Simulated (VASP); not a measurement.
Here is a VASP 6.6.1 calculation.

INCAR

```
SYSTEM = BN
  PREC = Accurate
  ENCUT = 520
  EDIFF = 1E-6
  ISMEAR = 0
  SIGMA = 0.01
  LREAL = .FALSE.
  LASPH = .TRUE.
  NELM = 80
  ALGO = Normal
  ISIF = 2
  LWAVE = .FALSE.
  LCHARG = .FALSE.
  GGA = PE
  NBANDS = 16
```

The input KPOINTS:

```
regular mesh
0
G
  6 6 4
  0 0 0
```

Contents of POSCAR:

```
BN
1.0
    2.5439493114      0.0000000000      0.0000000000
   -1.2719746557      2.2031247296      0.0000000000
    0.0000000000      0.0000000000      4.2078167820
B N
2 2
Direct
    0.6666666667      0.3333333333      0.0002035746
    0.3333333333      0.6666666667      0.5002035746
    0.6666666667      0.3333333333      0.3747964254
    0.3333333333      0.6666666667      0.8747964254
```

Potentials or basis: VASP PAW PBE potentials, release 64 (B, N).

Launch:

```console
$ cat potpaw_PBE.64/B/POTCAR potpaw_PBE.64/N/POTCAR > POTCAR
$ mpirun -np 1 vasp_std > vasp.out
```

Task: Predict the largest force.

Result: 0.004 eV/Å.

Task: Estimate the pressure.

Result: 5.0 GPa.

Task: What does it give for the band gap on the k mesh?

Result: 5.19 eV (least direct gap 8.32 eV).

Forces on the atoms (eV/Å):
```
B    0.000  0.000  0.004
B    0.000  0.000  0.004
N    0.000  0.000 -0.004
N    0.000  0.000 -0.004
```

Caveat: the k points lie up to 0.48 Å⁻¹ apart. A k mesh can miss the band edges.
